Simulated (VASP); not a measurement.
YPt2, 6 atoms in the cell. The structure is cubic, space group Fd-3m (No. 227). Conventional cell: a = 7.648 Å, b = 7.648 Å, c = 7.648 Å, α = 90.00°, β = 90.00°, γ = 90.00°. Within 4.2 Å of Y (site symmetry -43m) lie 12 Pt at 3.17 Å and 4 Y at 3.31 Å. Within 3.6 Å of Pt (site symmetry -3m) lie 6 Pt at 2.70 Å and 6 Y at 3.17 Å. 

```yaml
Program: VASP 6.6.1
Task: single point
Functional: r2SCAN
Potentials_or_basis: VASP PAW PBE potentials, release 64 (Y_sv, Pt)
Cutoff: 520 eV
k_mesh: 8 × 8 × 8
Occupations: fermi-dirac, width 0.1 eV
Spin: no spin polarisation
Dipole_correction: no
Further_INCAR_settings: ALGO = Normal; EDIFF = 1e-07; NBANDS = 40
```

Potentials or basis: VASP PAW PBE potentials, release 64 (Y_sv, Pt).

The run is started by

```console
$ cat potpaw_PBE.64/Y_sv/POTCAR potpaw_PBE.64/Pt/POTCAR > POTCAR
$ cp INCAR.step1 INCAR
$ mpirun -np 1 vasp_std > vasp.out
$ cp INCAR.step2 INCAR
$ mpirun -np 1 vasp_std > vasp.out
```

Hardware: 1 thread of Intel(R) Xeon(R) 6975P-C (Granite Rapids), with other jobs on the host.

Task: How long does it take, and how much memory?

Result: It took 7 min on 1 thread of Intel(R) Xeon(R) 6975P-C (Granite Rapids) (shared host), peak memory 0.34 GiB. Counts: k points 29.
